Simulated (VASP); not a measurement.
# Ag31Cl32 (a cell with a defect) in VASP: single point with PBEsol

Aim: the single point of Ag31Cl32 (a cell with a defect) with PBEsol.

Program: VASP 6.6.1. These are calculated values, not measurements. Logs are shortened: lines on timing, memory, paths and dates and some standing lists are left out, and cuts for length are marked.

### Step 1. The cell of the first run

The cell holds a defect, 63 atoms: a = 10.895 Å, b = 10.895 Å, c = 10.895 Å, α = 90.00°, β = 90.00°, γ = 90.00°.

### Step 2. Single point, PBEsol, collinear spin

INCAR reads:

```
SYSTEM = Ag31Cl32
ALGO = Normal
EDIFF = 1E-6
ENCUT = 400
GGA = PS
GGA_COMPAT = .False.
ISIF = 2
ISMEAR = -1
ISPIN = 2
ISYM = -1
KPAR = 1
LASPH = .True.
LCHARG = .True.
LELF = .True.
LMAXMIX = 4
LORBIT = 11
LREAL = Auto
LVHAR = .True.
LWAVE = .False.
MAGMOM = 0 0 0 0.333 0 0 0 0.333 0 0 0 0 0 0.333 0 0.333 0 0 0 0 0 0 0.333 0.333 0 0 0 0 0 0 0 0 0 0 0 0 0 0 0 0 0 0 0 0 0 0 0 0 0 0 0 0 0 0 0 0 0 0 0 0 0 0 0
NBANDS = 324
NELECT = 564.0
NELM = 200
PREC = Accurate
SIGMA = 0.05
```

KPOINTS reads:

```
explicit points
1
Reciprocal
  0.25000000   0.25000000   0.25000000 1
```

POSCAR reads:

```
Ag31Cl32
1.0
   10.8954980000      0.0000000000      0.0000000000
    0.0000000000     10.8954980000      0.0000000000
    0.0000000000      0.0000000000     10.8954980000
Cl Ag
32 31
Direct
    0.2474410000      0.9998840000      0.0010590000
    0.2444290000      0.9993180000      0.5012590000
    0.2431020000      0.5005850000      0.9992200000
    0.2336320000      0.4986250000      0.5004770000
    0.7527300000      0.0012720000      0.0009660000
    0.7567430000      0.0013150000      0.5003290000
    0.7559850000      0.5010660000      0.0016270000
    0.7667350000      0.5012130000      0.5012890000
    0.9994810000      0.2475870000      0.9992240000
    0.0012460000      0.2441950000      0.5001730000
    0.0004890000      0.7534720000      0.9995170000
    0.0008000000      0.7564000000      0.5004990000
    0.5006470000      0.2445500000      0.9988800000
    0.4987230000      0.2334140000      0.4989470000
    0.5006860000      0.7566920000      0.0022310000
    0.5019190000      0.7670890000      0.4993850000
    0.0001760000      0.0000850000      0.2478740000
    0.0005420000      0.0003610000      0.7539530000
    0.0008340000      0.5006760000      0.2444300000
    0.9996010000      0.5005970000      0.7558370000
    0.5005990000      0.0014780000      0.2448400000
    0.5002690000      0.9996750000      0.7566050000
    0.4980170000      0.4979260000      0.2329900000
    0.5023910000      0.5020800000      0.7676040000
    0.2489990000      0.2497840000      0.2490360000
    0.2510110000      0.2505560000      0.7507040000
    0.2503930000      0.7501860000      0.2508440000
    0.2510540000      0.7499400000      0.7496430000
    0.7503960000      0.2516440000      0.2511240000
    0.7497190000      0.2505440000      0.7489530000
    0.7502900000      0.7497930000      0.2507230000
    0.7496850000      0.7515790000      0.7505510000
    0.0002170000      0.0005820000      0.0010970000
    0.0005670000      0.0004070000      0.5011330000
    0.9993620000      0.5005270000      0.0001040000
    0.0001180000      0.5004310000      0.4997620000
    0.4998360000      0.0008170000      0.0008410000
    0.5006250000      0.0002670000      0.5011650000
    0.4989940000      0.5008200000      0.0002270000
    0.2502900000      0.2504700000      0.0001360000
    0.2529170000      0.2520280000      0.4998740000
    0.2509260000      0.7500070000      0.0001840000
    0.2546500000      0.7455960000      0.5001850000
    0.7498950000      0.2516280000      0.0000360000
    0.7474200000      0.2543440000      0.5000890000
    0.7506240000      0.7512350000      0.0006950000
    0.7488880000      0.7482860000      0.5005740000
    0.2507650000      0.0001660000      0.2518600000
    0.2505780000      0.0004140000      0.7510070000
    0.2522440000      0.5003100000      0.2529770000
    0.2541420000      0.5003170000      0.7473820000
    0.7502210000      0.0007060000      0.2508750000
    0.7504100000      0.0012740000      0.7504690000
    0.7462080000      0.5009000000      0.2546580000
    0.7487970000      0.5011780000      0.7488580000
    0.9994880000      0.2508880000      0.2497240000
    0.0005690000      0.2508480000      0.7494690000
    0.0004060000      0.7500070000      0.2500070000
    0.0002580000      0.7500770000      0.7495780000
    0.4998680000      0.2522260000      0.2518590000
    0.5003770000      0.2537840000      0.7460360000
    0.5002900000      0.7466290000      0.2533080000
    0.5000690000      0.7479610000      0.7475520000
```

Potentials or basis: VASP PAW PBE potentials, release 64 (Cl, Ag).

Started as:

```bash
> cat potpaw_PBE.64/Cl/POTCAR potpaw_PBE.64/Ag/POTCAR > POTCAR
> mpirun -np 4 vasp_std > vasp.out
```

OUTCAR:

```text
SYSTEM = Ag31Cl32
   EDIFF = 1E-6
   ENCUT = 400
   GGA = PS
   ISIF = 2
   ISMEAR = -1
   ISPIN = 2
   ISYM = -1
   LASPH = .True.
   LORBIT = 11
   LREAL = Auto
   NELECT = 564.0
   NELM = 200
   PREC = Accurate

 ion  position               nearest neighbor table
   1  0.247  1.000  0.001-  33 2.69  42 2.72  49 2.72  40 2.73  48 2.73  37 2.75
   2  0.244  0.999  0.501-  34 2.66  48 2.72  49 2.72  41 2.75  43 2.77  38 2.79
   3  0.243  0.501  0.999-  35 2.66  42 2.72  40 2.73  51 2.75  50 2.77  39 2.79
   4  0.234  0.499  0.500-  36 2.54  41 2.70  51 2.70  43 2.70  50 2.70
   5  0.753  0.001  0.001-  33 2.70  52 2.72  46 2.72  44 2.73  53 2.73  37 2.76
   6  0.757  0.001  0.500-  34 2.66  52 2.72  53 2.73  47 2.76  45 2.76  38 2.79
   7  0.756  0.501  0.002-  35 2.65  44 2.72  46 2.73  55 2.76  54 2.76  39 2.80
   8  0.767  0.501  0.501-  36 2.54  54 2.70  45 2.70  47 2.70  55 2.70
   9  0.999  0.248  0.999-  33 2.69  44 2.72  57 2.72  56 2.73  40 2.73  35 2.76
  10  0.001  0.244  0.500-  34 2.66  57 2.72  56 2.73  41 2.74  45 2.77  36 2.79
  11  0.000  0.753  1.000-  33 2.69  46 2.72  59 2.72  42 2.73  58 2.73  35 2.76
  12  0.001  0.756  0.500-  34 2.66  59 2.71  58 2.73  47 2.75  43 2.77  36 2.79
  13  0.501  0.245  0.999-  37 2.66  44 2.72  40 2.73  61 2.76  60 2.76  39 2.79
  14  0.499  0.233  0.499-  38 2.54  41 2.69  60 2.70  61 2.70  45 2.72
  15  0.501  0.757  0.002-  37 2.66  42 2.72  46 2.72  62 2.74  63 2.78  39 2.79
  16  0.502  0.767  0.499-  38 2.54  62 2.69  47 2.70  43 2.70  63 2.71
  17  0.000  0.000  0.248-  33 2.69  52 2.72  58 2.72  48 2.73  56 2.73  34 2.76
[... 44 lines left out ...]
  62  0.500  0.747  0.253-  16 2.69  23 2.72  27 2.72  31 2.72  15 2.74  21 2.78
  63  0.500  0.748  0.748-  24 2.69  16 2.71  28 2.71  32 2.72  22 2.74  15 2.78

IMPORTANT INFORMATION: All symmetrisations will be switched off!
NOSYMM: (Re-)initialisation of all symmetry stuff for point group C_1.

----------------------------------------------------------------------------------------

                                     Primitive cell

  volume of cell :    1293.4250

  direct lattice vectors                    reciprocal lattice vectors
    10.895498000  0.000000000  0.000000000     0.091781027  0.000000000  0.000000000
     0.000000000 10.895498000  0.000000000     0.000000000  0.091781027  0.000000000
     0.000000000  0.000000000 10.895498000     0.000000000  0.000000000  0.091781027

  length of vectors
    10.895498000 10.895498000 10.895498000     0.091781027  0.091781027  0.091781027

  position of ions in fractional coordinates (direct lattice)
     0.247441000  0.999884000  0.001059000
     0.244429000  0.999318000  0.501259000
     0.243102000  0.500585000  0.999220000
     0.233632000  0.498625000  0.500477000
     0.752730000  0.001272000  0.000966000
     0.756743000  0.001315000  0.500329000
[... 55 lines left out ...]
     0.500290000  0.746629000  0.253308000
     0.500069000  0.747961000  0.747552000

  ion indices of the primitive-cell ions
   primitive index   ion index
                 1           1
                 2           2
                 3           3
                 4           4
                 5           5
                 6           6
[... 55 lines left out ...]
                62          62
                63          63

----------------------------------------------------------------------------------------

 KPOINTS: explicit points

Read explicit list of k-points.

 Found      1 k-points:

 Following reciprocal coordinates:
            Coordinates               Weight
  0.250000  0.250000  0.250000      1.000000
   k-points           NKPTS =      1   k-points in BZ     NKDIM =      1   number of bands    NBANDS=    324
   number of dos      NEDOS =    301   number of ions     NIONS =     63
   total plane-waves  NPLWV = 373248
   dimension x,y,z NGX =    72 NGY =   72 NGZ =   72
   dimension x,y,z NGXF=   144 NGYF=  144 NGZF=  144
   ions per type =              32  31
   NGX,Y,Z   is equivalent  to a cutoff of  10.99, 10.99, 10.99 a.u.
   NGXF,Y,Z  is equivalent  to a cutoff of  21.97, 21.97, 21.97 a.u.
 SYSTEM =  Ag31Cl32
   PREC   = accura    normal or accurate (medium, high low for compatibility)
   ISTART =      0    job   : 0-new  1-cont  2-samecut
   ICHARG =      2    charge: 1-file 2-atom 10-const
   ISPIN  =      2    spin polarized calculation?
   LNONCOLLINEAR =      F non collinear calculations
   LSORBIT =      F    spin-orbit coupling
   LASPH  =      T    aspherical Exc in radial PAW
   ENCUT  =  400.0 eV  29.40 Ry    5.42 a.u.  17.77 17.77 17.77*2*pi/ulx,y,z
   NELM   =    200;   NELMIN=  2; NELMDL= -5     # of ELM steps
   EDIFF  = 0.1E-05   stopping-criterion for ELM
   LREAL  =      T    real-space projection
   EDIFFG = 0.1E-04   stopping-criterion for IOM
   NSW    =      0    number of steps for IOM
   IBRION =     -1    ionic relax: 0-MD 1-quasi-New 2-CG
   NFREE  =      0    steps in history (QN), initial steepest desc. (CG)
   ISIF   =      2    stress and relaxation
   ISYM   =     -1    0-nonsym 1-usesym 2-fastsym
   POTIM  = 0.5000    time-step for ionic-motion
   TEBEG  =    0.0;   TEEND  =   0.0 temperature during run
   PSTRESS=    0.0 pullay stress
   NELECT =     564.0000    total number of electrons
   NUPDOWN=      -1.0000    fix difference up-down
   EMIN   =  10.00;   EMAX   =-10.00  energy-range for DOS
   EFERMI =   0.00;   METHOD = LEGACY
   ISMEAR =    -1;   SIGMA  =   0.05  broadening in eV -4-tet -1-fermi 0-gaus
   EFERMI_NEDOS =   21; number of points for ismear=-14 and -15
   IALGO  =     38    algorithm
   IMIX   =      4    mixing-type and parameters
     AMIX     =   0.40;   BMIX     =  1.00
     AMIX_MAG =   1.60;   BMIX_MAG =  1.00
  volume/ion in A,a.u.               =      20.53       138.55
  Fermi-wavevector in a.u.,A,eV,Ry     =   1.241426  2.345955 20.968457  1.541138
  Thomas-Fermi vector in A             =   2.375824
   LORBIT       =     11    0 simple, 1 ext, 2 COOP (PROOUT), +10 PAW based schemes
   GGA     = PS    functional components
   LHFCALC =     F    Hartree Fock is set to
   AEXX    =    0.0000 exact exchange contribution
   IVDW    =     0    specifies the selected vdW correction
   LEPSILON=     F    determine dielectric tensor
   LRPA    =     F    only Hartree local field effects (RPA)
 spin polarized calculation
  energy-cutoff  :      400.00
  volume of cell :     1293.43
 maximum number of plane-waves:     23502
 NGX is ok and might be reduce to    72
   NGX = 35   NGY = 35   NGZ = 35

 number of electron     563.9999760 magnetization      -0.0000123

 number of electron     563.9999760 magnetization       0.0002599

 Free energy of the ion-electron system (eV)
  ---------------------------------------------------
  ext. energy  EPLUGINS =         0.00000000
  ---------------------------------------------------
  free energy    TOTEN  =      -194.67214786 eV

  energy without entropy =     -194.36487509  energy(sigma->0) =     -194.51851148

 E-fermi :   4.0307     XC(G=0): -10.3613

 val. band max:        3.9717724956   @ k =   0.2500   0.2500   0.2500
 cond. band min:       5.8179348252   @ k =   0.2500   0.2500   0.2500
 fundamental gap:      1.8461623296
 Fermi energy:         4.0306548429

 spin component 1

 k-point     1 :       0.2500    0.2500    0.2500
  band No.  band energies     occupation
      1     -11.2143      1.00000
      2     -11.0635      1.00000
      3     -11.0627      1.00000
      4     -11.0399      1.00000
      5     -10.9364      1.00000
      6     -10.9356      1.00000
[... 286 lines left out ...]
    293       7.8647      0.00000
    294       7.9948      0.00000
 Fermi energy:         4.0306548429

 spin component 2

 k-point     1 :       0.2500    0.2500    0.2500
  band No.  band energies     occupation
      1     -11.2143      1.00000
      2     -11.0635      1.00000
      3     -11.0627      1.00000
      4     -11.0399      1.00000
      5     -10.9364      1.00000
      6     -10.9356      1.00000
[... 286 lines left out ...]
    293       7.8647      0.00000
    294       7.9948      0.00000
 [bands above 294 left out]

------------------------ aborting loop because EDIFF is reached ----------------------------------------

  FORCE on cell =-STRESS in cart. coord.  units (eV):
  Direction    XX          YY          ZZ          XY          YZ          ZX
  --------------------------------------------------------------------------------------
  -------------------------------------------------------------------------------------
  Total      -15.4911120    -15.4683812    -15.4598386     -0.7506943     -0.7666015     -0.7609317
  in kB      -19.1889813    -19.1608245    -19.1502427     -0.9298919     -0.9495962     -0.9425730
  external PRESSURE =     -19.1666829 kB  Pullay stress =       0.0000000 kB

 VOLUME and BASIS-vectors are now :
 -----------------------------------------------------------------------------
  energy-cutoff  :      400.00
  volume of cell :     1293.43
      direct lattice vectors                 reciprocal lattice vectors
    10.895498000  0.000000000  0.000000000     0.091781027  0.000000000  0.000000000
     0.000000000 10.895498000  0.000000000     0.000000000  0.091781027  0.000000000
     0.000000000  0.000000000 10.895498000     0.000000000  0.000000000  0.091781027

 POSITION                                       TOTAL-FORCE (eV/Angst)
 -----------------------------------------------------------------------------------
      2.69599     10.89423      0.01154         0.010742     -0.002115     -0.002741
      2.66318     10.88807      5.46147         0.008081     -0.001879     -0.002934
      2.64872      5.45412     10.88700         0.010616      0.001335     -0.002190
      2.54554      5.43277      5.45295         0.024410      0.011689      0.004881
      8.20137      0.01386      0.01053        -0.006285      0.003763      0.005006
      8.24509      0.01433      5.45133        -0.010144      0.000575     -0.002179
[... 55 lines left out ...]
      5.45091      8.13489      2.75992         0.001228     -0.007400      0.008952
      5.44850      8.14941      8.14495         0.007553     -0.002218     -0.004432
 -----------------------------------------------------------------------------------
    total drift:                                0.005276      0.019129      0.010560

  FREE ENERGIE OF THE ION-ELECTRON SYSTEM (eV)
  ---------------------------------------------------
  free  energy   TOTEN  =      -194.6721478608 eV

  energy  without entropy=     -194.3648750927  energy(sigma->0) =     -194.51851148

 total charge

# of ion       s       p       d       tot
------------------------------------------
    1        1.595   3.432   0.000   5.027
    2        1.595   3.429   0.000   5.025
    3        1.595   3.429   0.000   5.025
    4        1.592   3.435   0.000   5.027
    5        1.595   3.432   0.000   5.027
    6        1.595   3.429   0.000   5.025
[... 55 lines left out ...]
   62        0.215   0.160   9.339   9.715
   63        0.216   0.161   9.338   9.716
--------------------------------------------------
tot         57.873 114.940 289.363 462.176

 magnetization (x)

# of ion       s       p       d       tot
------------------------------------------
    1        0.000   0.000   0.000   0.000
    2        0.000   0.000   0.000   0.000
    3        0.000   0.000   0.000   0.000
    4       -0.000  -0.000   0.000  -0.000
    5        0.000   0.000   0.000   0.000
    6        0.000   0.000   0.000   0.000
[... 55 lines left out ...]
   62        0.000   0.000   0.000   0.000
   63        0.000   0.000   0.000   0.000
--------------------------------------------------
tot         -0.000   0.000   0.000   0.000
```

Run time: 4.7 min. Hardware: 4 MPI ranks of Intel Xeon Platinum 8488C (Sapphire Rapids), shared host; peak memory 0.47 GiB.

What came out:

```yaml
Free_energy: -194.6721 eV
Largest_force: 0.037 eV/Å
Net_moment: 0.00 μB per cell
Valence_electrons_inside_the_program's_atomic_spheres: Cl 5.03; Ag 9.74, 9.73, 9.72, 9.71 (each value once)
```

Forces on the atoms (eV/Å):
```
Cl   0.011 -0.002 -0.003
Cl   0.008 -0.002 -0.003
Cl   0.011  0.001 -0.002
Cl   0.024  0.012  0.005
Cl  -0.006  0.004  0.005
Cl  -0.010  0.001 -0.002
Cl  -0.008 -0.001  0.005
Cl  -0.025 -0.002 -0.005
Cl  -0.004  0.012 -0.001
Cl  -0.002  0.011  0.003
Cl   0.002 -0.012  0.004
Cl   0.004 -0.009 -0.001
Cl   0.000  0.008 -0.004
Cl   0.009  0.027  0.017
Cl  -0.003 -0.005 -0.001
Cl  -0.004 -0.027  0.001
Cl  -0.005 -0.003  0.009
Cl   0.003  0.004 -0.014
Cl  -0.002  0.001  0.007
Cl   0.007 -0.002 -0.007
Cl   0.001 -0.006  0.004
Cl   0.000  0.000 -0.009
Cl   0.005  0.011  0.031
Cl  -0.009 -0.009 -0.035
Cl  -0.006 -0.003 -0.004
Cl   0.004  0.006  0.009
Cl   0.002  0.008 -0.001
Cl  -0.007 -0.004  0.002
Cl   0.010  0.000 -0.003
Cl  -0.001 -0.003  0.005
Cl   0.000  0.002 -0.007
Cl   0.007  0.005  0.007
Ag  -0.002  0.001  0.000
Ag   0.003 -0.002 -0.003
Ag   0.002  0.001  0.002
Ag   0.003 -0.002  0.003
Ag   0.003 -0.003 -0.002
Ag   0.002 -0.001 -0.003
Ag   0.006 -0.001  0.002
Ag   0.016  0.013 -0.004
Ag   0.003  0.003 -0.004
Ag   0.013 -0.012  0.001
Ag   0.003  0.000  0.001
Ag  -0.016  0.011  0.000
Ag  -0.015  0.000 -0.001
Ag  -0.017 -0.015 -0.001
Ag  -0.010 -0.001  0.006
Ag   0.012 -0.005  0.010
Ag   0.013 -0.001 -0.011
Ag   0.004 -0.008  0.006
Ag   0.004 -0.003 -0.013
Ag  -0.013  0.000  0.014
Ag  -0.016  0.001 -0.011
Ag  -0.008 -0.001 -0.001
Ag  -0.013  0.000 -0.008
Ag   0.000  0.007  0.016
Ag  -0.001  0.010 -0.016
Ag  -0.001 -0.007  0.014
Ag   0.006 -0.010 -0.012
Ag  -0.004  0.005  0.005
Ag   0.000  0.009 -0.007
Ag   0.001 -0.007  0.009
Ag   0.008 -0.002 -0.004
```

Caveat: the cell carries a net charge on a neutralising background, which shifts energy and pressure; the cell is charged against a uniform background, so pressure and absolute levels hang on convention; the PAW data sets were made with another functional, which shifts forces and pressure a little.
